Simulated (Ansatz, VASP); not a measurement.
NbP: VASP beside Ansatz

```
Nb P
1.0
    -1.65229    1.65229    5.66253
     1.65229   -1.65229    5.66253
     1.65229    1.65229   -5.66253
Nb P
2 2
Cartesian
  1.6523 0.0000 2.8299
  0.0000 0.0000 5.6612
  0.0000 1.6523 3.7684
  0.0000 0.0000 0.9371
```

Alike in both runs: task single point; functional PBEsol; k mesh 11 × 11 × 11; occupations fermi-dirac, width 0.05 eV; no spin polarisation.

|  | VASP | Ansatz |
| --- | --- | --- |
| version | VASP 6.6.1 | Ansatz 0.2.0 |
| potentials or method | VASP PAW PBE potentials, release 64 (Nb_sv, P) | Ansatz PAW |
| plane-wave cutoff (eV) | 520 | 420 |
| valence electrons in the cell | 36 | 36 |

Ansatz gave:

* gap on the k mesh at the Fermi level (eV): none
* pressure (GPa): 1.5
* traceless stress, the component that is largest in VASP (GPa): -1.00
* rms of the force components (eV/Å): 0.019

Question: What did VASP give for the same quantities?

Answer: gap on the k mesh at the Fermi level (eV): none; pressure (GPa): 1.3; traceless stress, the component that is largest in VASP (GPa): -1.00; rms of the force components (eV/Å): 0.019.

VASP's potentials were made for PBE, not for PBEsol. Atom by atom the forces differ by 0.000 eV/Å (rms over components). A gap of «none» marks a metal or a gap that the smearing closes.
